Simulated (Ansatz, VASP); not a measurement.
## One calculation of YTaI6, two programs

```
CELL_PARAMETERS angstrom
5.82503 0.00000 0.00000
0.00000 5.82503 0.00000
0.00000 0.00000 11.66082
ATOMIC_POSITIONS crystal
Y 0.00000 0.00000 0.00000
Ta 0.00000 0.00000 0.50000
I 0.50000 0.00000 0.00000
I 0.00000 0.50000 0.00000
I 0.00000 0.00000 0.26009
I 0.50000 0.00000 0.50000
I 0.00000 0.50000 0.50000
I 0.00000 0.00000 0.73991
```

Alike in both runs: functional PBE; k mesh 4 × 4 × 2; occupations gaussian, width 0.1 eV; no spin polarisation.

Ansatz relaxed the structure, and its values are those at the end. VASP's run is a single point on that final structure, the one shown.

|  | VASP | Ansatz |
| --- | --- | --- |
| version | VASP 6.6.1 | Ansatz 0.2.0 |
| potentials or method | VASP PAW PBE potentials, release 64 (Y_sv, Ta_pv, I), cutoff 520 eV | scalar-relativistic, plane waves, PAW |
| valence electrons in the cell | 64 | 126 |

```csv
,VASP,Ansatz,Ansatz less VASP
gap on the k mesh at the Fermi level (eV),none,none,-
pressure (GPa),0.0,0.0,0.00
```

A gap of «none» marks a metal or a gap that the smearing closes. VASP's potentials hold 64 valence electrons a cell and Ansatz's 126, so a difference there can come from the potentials and not from the codes.

Neither program's run includes spin-orbit coupling.
